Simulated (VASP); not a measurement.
# ZnCdTeS4 (P3m1) in VASP: single point with PBE

Aim: the single point of ZnCdTeS4 with PBE.

Program: VASP 6.6.1. These are calculated values, not measurements. Logs are shortened: lines on timing, memory, paths and dates and some standing lists are left out, and cuts for length are marked.

## (1) The cell of the first run

Symmetry: P3m1, No. 156, trigonal system. The conventional cell has a = 3.957 Å, b = 3.957 Å, c = 11.785 Å, α = 90.00°, β = 90.00°, γ = 120.00°. Zn (site symmetry 3m) has 4 S at 2.37 to 2.45 Å within 3.1 Å. Cd (site symmetry 3m) has 6 S at 2.48 to 3.14 Å within 3.3 Å. Te (site symmetry 3m) has 6 S at 2.71 to 2.78 Å within 3.6 Å. Within 3.6 Å of S (site symmetry 3m) lie 3 Te at 2.71 Å and 3 S at 3.41 Å. Within 3.2 Å of S (site symmetry 3m) lie 1 Zn at 2.45 Å and 3 Cd at 2.48 Å. S (site symmetry 3m) has 3 Zn at 2.37 Å within 3.1 Å. Within 4.0 Å of S (site symmetry 3m) lie 3 Te at 2.78 Å and 3 Cd at 3.14 Å and 12 S at 3.80 to 3.96 Å.

## (2) Single point, PBE

File INCAR:

```
SYSTEM = ZnCdTeS4
ALGO = Normal
EDIFF = 1E-6
ENCUT = 500
GGA = PE
GGA_COMPAT = .FALSE.
ISIF = 2
ISMEAR = 0
LASPH = .TRUE.
LCHARG = .FALSE.
LREAL = .FALSE.
LWAVE = .FALSE.
NBANDS = 36
NELM = 120
PREC = Accurate
SIGMA = 0.1
```

File KPOINTS:

```
k-points
0
G
  12 12 4
  0 0 0
```

File POSCAR:

```
ZnCdTeS4
1.0
    3.9572717744      0.0000000000      0.0000000000
   -1.9786358872      3.4270978863      0.0000000000
    0.0000000000      0.0000000000     11.7851004324
Zn Cd Te S
1 1 1 4
Direct
    0.3333333333      0.6666666667      0.0488726985
    0.6666666667      0.3333333333      0.3387849437
    0.3333333333      0.6666666667      0.6567257488
    0.6666666667      0.3333333333      0.7798553327
    0.3333333333      0.6666666667      0.2563795792
    0.0000000000      0.0000000000      0.9945419429
    0.0000000000      0.0000000000      0.5218397542
```

Potentials or basis: VASP PAW PBE potentials, release 64 (Zn, Cd, Te, S).

On the command line:

```
cat potpaw_PBE.64/Zn/POTCAR potpaw_PBE.64/Cd/POTCAR potpaw_PBE.64/Te/POTCAR potpaw_PBE.64/S/POTCAR > POTCAR
mpirun -np 1 vasp_std > vasp.out
```

OUTCAR:

```text
SYSTEM = ZnCdTeS4
   EDIFF = 1E-6
   ENCUT = 500
   GGA = PE
   ISIF = 2
   ISMEAR = 0
   LASPH = .TRUE.
   LREAL = .FALSE.
   NELM = 120
   PREC = Accurate

 ion  position               nearest neighbor table
   1  0.333  0.667  0.049-   6 2.37   6 2.37   6 2.37   5 2.45
   2  0.667  0.333  0.339-   5 2.48   5 2.48   5 2.48   7 3.14   7 3.14   7 3.14
   3  0.333  0.667  0.657-   4 2.71   4 2.71   4 2.71   7 2.78   7 2.78   7 2.78
   4  0.667  0.333  0.780-   3 2.71   3 2.71   3 2.71
   5  0.333  0.667  0.256-   1 2.45   2 2.48   2 2.48   2 2.48
   6  0.000  0.000  0.995-   1 2.37   1 2.37   1 2.37
   7  0.000  0.000  0.522-   3 2.78   3 2.78   3 2.78   2 3.14   2 3.14   2 3.14

  LATTYP: Found a hexagonal cell.
 ALAT       =     3.9572717744
 C/A-ratio  =     2.9780872036

  Lattice vectors:

 A1 = (   3.9572717744,   0.0000000000,   0.0000000000)
 A2 = (  -1.9786358872,   3.4270978863,   0.0000000000)
 A3 = (   0.0000000000,   0.0000000000,  11.7851004324)

Analysis of symmetry for initial positions (statically):
=====================================================================
 Subroutine PRICEL returns:
 Original cell was already a primitive cell.

 Routine SETGRP: Setting up the symmetry group for a
 hexagonal supercell.

 Subroutine GETGRP returns: Found  6 space group operations
 (whereof  6 operations were pure point group operations)
 out of a pool of 24 trial point group operations.

The static configuration has the point symmetry C_3v.

Analysis of symmetry for dynamics (positions and initial velocities):
=====================================================================
 Subroutine PRICEL returns:
 Original cell was already a primitive cell.

 Routine SETGRP: Setting up the symmetry group for a
 hexagonal supercell.

 Subroutine GETGRP returns: Found  6 space group operations
 (whereof  6 operations were pure point group operations)
 out of a pool of 24 trial point group operations.

The dynamic configuration has the point symmetry C_3v.

 Subroutine INISYM returns: Found  6 space group operations
 (whereof  6 operations are pure point group operations),
 and found     1 'primitive' translations

----------------------------------------------------------------------------------------

                                     Primitive cell

  volume of cell :     159.8290

  direct lattice vectors                    reciprocal lattice vectors
     3.957271774  0.000000000  0.000000000     0.252699349  0.145896037  0.000000000
    -1.978635887  3.427097886  0.000000000     0.000000000  0.291792074  0.000000000
     0.000000000  0.000000000 11.785100432     0.000000000  0.000000000  0.084852904

  length of vectors
     3.957271774  3.957271774 11.785100432     0.291792074  0.291792074  0.084852904

  position of ions in fractional coordinates (direct lattice)
     0.333333333  0.666666667  0.048872698
     0.666666667  0.333333333  0.338784944
     0.333333333  0.666666667  0.656725749
     0.666666667  0.333333333  0.779855333
     0.333333333  0.666666667  0.256379579
     0.000000000  0.000000000  0.994541943
     0.000000000  0.000000000  0.521839754

  ion indices of the primitive-cell ions
   primitive index   ion index
                 1           1
                 2           2
                 3           3
                 4           4
                 5           5
                 6           6
                 7           7

----------------------------------------------------------------------------------------

 KPOINTS: k-points

Automatic generation of k-mesh.
 Grid dimensions read from file:
 generate k-points for:   12   12    4

 Generating k-lattice:

  Cartesian coordinates                     Fractional coordinates (reciprocal lattice)
     0.021058279  0.012158003  0.000000000     0.083333333  0.000000000  0.000000000
     0.000000000  0.024316006  0.000000000     0.000000000  0.083333333  0.000000000
     0.000000000  0.000000000  0.021213226     0.000000000  0.000000000  0.250000000

  Length of vectors
     0.024316006  0.024316006  0.021213226

  Shift w.r.t. Gamma in fractional coordinates (k-lattice)
     0.000000000  0.000000000  0.000000000

 Subroutine IBZKPT returns following result:
 ===========================================

 Found     69 irreducible k-points:

 Following reciprocal coordinates:
            Coordinates               Weight
  0.000000  0.000000  0.000000      1.000000
  0.083333 -0.000000  0.000000      6.000000
  0.166667 -0.000000  0.000000      6.000000
  0.250000 -0.000000  0.000000      6.000000
  0.333333  0.000000  0.000000      6.000000
  0.416667 -0.000000  0.000000      6.000000
[... 16 lines left out ...]
  0.166667 -0.000000  0.250000      6.000000
  0.000000  0.166667  0.250000      6.000000
 [... further k-points ...]
   k-points           NKPTS =     69   k-points in BZ     NKDIM =     69   number of bands    NBANDS=     36
   number of dos      NEDOS =    301   number of ions     NIONS =      7
   total plane-waves  NPLWV =  81000
   dimension x,y,z NGX =    30 NGY =   30 NGZ =   90
   dimension x,y,z NGXF=    60 NGYF=   60 NGZF=  180
   ions per type =               1   1   1   4
   NGX,Y,Z   is equivalent  to a cutoff of  12.60, 12.60, 12.70 a.u.
   NGXF,Y,Z  is equivalent  to a cutoff of  25.21, 25.21, 25.39 a.u.
 SYSTEM =  ZnCdTeS4
   PREC   = accura    normal or accurate (medium, high low for compatibility)
   ISTART =      0    job   : 0-new  1-cont  2-samecut
   ICHARG =      2    charge: 1-file 2-atom 10-const
   ISPIN  =      1    spin polarized calculation?
   LNONCOLLINEAR =      F non collinear calculations
   LSORBIT =      F    spin-orbit coupling
   LASPH  =      T    aspherical Exc in radial PAW
   ENCUT  =  500.0 eV  36.75 Ry    6.06 a.u.   7.22  7.22 21.49*2*pi/ulx,y,z
   NELM   =    120;   NELMIN=  2; NELMDL= -5     # of ELM steps
   EDIFF  = 0.1E-05   stopping-criterion for ELM
   LREAL  =      F    real-space projection
   EDIFFG = 0.1E-04   stopping-criterion for IOM
   NSW    =      0    number of steps for IOM
   IBRION =     -1    ionic relax: 0-MD 1-quasi-New 2-CG
   NFREE  =      0    steps in history (QN), initial steepest desc. (CG)
   ISIF   =      2    stress and relaxation
   ISYM   =      2    0-nonsym 1-usesym 2-fastsym
   POTIM  = 0.5000    time-step for ionic-motion
   TEBEG  =    0.0;   TEEND  =   0.0 temperature during run
   PSTRESS=    0.0 pullay stress
   NELECT =      54.0000    total number of electrons
   NUPDOWN=      -1.0000    fix difference up-down
   EMIN   =  10.00;   EMAX   =-10.00  energy-range for DOS
   EFERMI =   0.00;   METHOD = LEGACY
   ISMEAR =     0;   SIGMA  =   0.10  broadening in eV -4-tet -1-fermi 0-gaus
   EFERMI_NEDOS =   21; number of points for ismear=-14 and -15
   IALGO  =     38    algorithm
   IMIX   =      4    mixing-type and parameters
     AMIX     =   0.40;   BMIX     =  1.00
     AMIX_MAG =   1.60;   BMIX_MAG =  1.00
  volume/ion in A,a.u.               =      22.83       154.08
  Fermi-wavevector in a.u.,A,eV,Ry     =   1.140217  2.154698 17.688865  1.300095
  Thomas-Fermi vector in A             =   2.276919
   LORBIT       =      0    0 simple, 1 ext, 2 COOP (PROOUT), +10 PAW based schemes
   GGA     = PE    functional components
   LHFCALC =     F    Hartree Fock is set to
   AEXX    =    0.0000 exact exchange contribution
   IVDW    =     0    specifies the selected vdW correction
   LEPSILON=     F    determine dielectric tensor
   LRPA    =     F    only Hartree local field effects (RPA)
 non-spin polarized calculation
 Gauss-broadening in eV      SIGMA  =   0.10
  energy-cutoff  :      500.00
  volume of cell :      159.83
 maximum number of plane-waves:      4089
 NGX is ok and might be reduce to    30
   NGX = 15   NGY = 15   NGZ = 43

 number of electron      53.9999987 magnetization

 Free energy of the ion-electron system (eV)
  ---------------------------------------------------
  ext. energy  EPLUGINS =         0.00000000
  ---------------------------------------------------
  free energy    TOTEN  =       -23.19362977 eV

  energy without entropy =      -23.19110846  energy(sigma->0) =      -23.19236911

 E-fermi :   3.5360     XC(G=0):  -9.5376

 val. band max:        3.5082732685   @ k =   0.0000   0.0000   0.0000
 cond. band min:       3.5452628233   @ k =   0.0833  -0.0000   0.5000
 fundamental gap:      0.0369895549
 Fermi energy:         3.5360125582

 k-point     1 :       0.0000    0.0000    0.0000
  band No.  band energies     occupation
      1     -11.7142      2.00000
      2      -9.4534      2.00000
      3      -9.0100      2.00000
      4      -8.1519      2.00000
      5      -5.6950      2.00000
      6      -4.6043      2.00000
[... 28 lines left out ...]
     35       9.8003      0.00000
     36      10.1920      0.00000

 k-point     2 :       0.0833   -0.0000    0.0000
  band No.  band energies     occupation
      1     -11.6447      2.00000
      2      -9.4180      2.00000
      3      -8.9843      2.00000
      4      -8.1250      2.00000
      5      -5.7940      2.00000
      6      -4.5903      2.00000
[... 28 lines left out ...]
     35       9.9241      0.00000
     36      10.0928      0.00000

 k-point     3 :       0.1667   -0.0000    0.0000
  band No.  band energies     occupation
      1     -11.4385      2.00000
      2      -9.3207      2.00000
      3      -8.9145      2.00000
      4      -8.0494      2.00000
      5      -6.0878      2.00000
      6      -4.5538      2.00000
[... 28 lines left out ...]
     35       9.7886      0.00000
     36      10.0863      0.00000
[... 742 lines left out ...]
 k-point    23 :       0.1667   -0.0000    0.2500
  band No.  band energies     occupation
      1     -11.4383      2.00000
      2      -9.3363      2.00000
      3      -8.8855      2.00000
      4      -8.0669      2.00000
      5      -6.0835      2.00000
      6      -4.5538      2.00000
[... 28 lines left out ...]
     35       9.7247      0.00000
     36      10.1177      0.00000

 k-point    24 :       0.0000    0.1667    0.2500
  band No.  band energies     occupation
      1     -11.4383      2.00000
      2      -9.3349      2.00000
      3      -8.8887      2.00000
      4      -8.0642      2.00000
      5      -6.0852      2.00000
      6      -4.5538      2.00000
[... 28 lines left out ...]
     35       9.6160      0.00000
     36      10.3184      0.00000

 [... further k-points ...]

------------------------ aborting loop because EDIFF is reached ----------------------------------------

  FORCE on cell =-STRESS in cart. coord.  units (eV):
  Direction    XX          YY          ZZ          XY          YZ          ZX
  --------------------------------------------------------------------------------------
  -------------------------------------------------------------------------------------
  Total        0.0470902      0.0470902      0.0092079      0.0000000     -0.0000000      0.0000000
  in kB        0.4720474      0.4720474      0.0923027      0.0000000     -0.0000000      0.0000000
  external PRESSURE =       0.3454658 kB  Pullay stress =       0.0000000 kB

 VOLUME and BASIS-vectors are now :
 -----------------------------------------------------------------------------
  energy-cutoff  :      500.00
  volume of cell :      159.83
      direct lattice vectors                 reciprocal lattice vectors
     3.957271774  0.000000000  0.000000000     0.252699349  0.145896037  0.000000000
    -1.978635887  3.427097886  0.000000000     0.000000000  0.291792074  0.000000000
     0.000000000  0.000000000 11.785100432     0.000000000  0.000000000  0.084852904

 POSITION                                       TOTAL-FORCE (eV/Angst)
 -----------------------------------------------------------------------------------
     -0.00000      2.28473      0.57597         0.000000     -0.000000      0.001442
      1.97864      1.14237      3.99261         0.000000     -0.000000      0.030654
     -0.00000      2.28473      7.73958        -0.000000     -0.000000      0.000385
      1.97864      1.14237      9.19067        -0.000000     -0.000000     -0.021273
     -0.00000      2.28473      3.02146        -0.000000      0.000000     -0.029119
      0.00000      0.00000     11.72078         0.000000     -0.000000     -0.011783
      0.00000      0.00000      6.14993        -0.000000     -0.000000      0.029695
 -----------------------------------------------------------------------------------
    total drift:                               -0.000000     -0.000000      0.000542

  FREE ENERGIE OF THE ION-ELECTRON SYSTEM (eV)
  ---------------------------------------------------
  free  energy   TOTEN  =       -23.1936297660 eV

  energy  without entropy=      -23.1911084557  energy(sigma->0) =      -23.19236911
```

Wall time 9.5 min (1 thread of Oxide Virtual Turin-like, shared host); peak memory 0.5 GiB.

Results:

| Property | Result |
| --- | --- |
| Free energy | -23.1936 eV |
| Pressure | 0.0 GPa |
| Largest force | 0.031 eV/Å |
| Band gap on the k mesh | zero (bands 27 and 28 overlap by 0.03 eV) |

Forces on the atoms (eV/Å):
```
Zn   0.000  0.000  0.001
Cd   0.000  0.000  0.031
Te   0.000  0.000  0.000
S    0.000  0.000 -0.021
S    0.000  0.000 -0.029
S    0.000  0.000 -0.012
S    0.000  0.000  0.030
```

Caveat: semilocal functionals underestimate gaps, and a narrow one can read as zero; spin-orbit coupling is left out, which moves the levels of the heavy elements.

The gap in the log of VASP goes by the Fermi energy; the results here count the filled bands.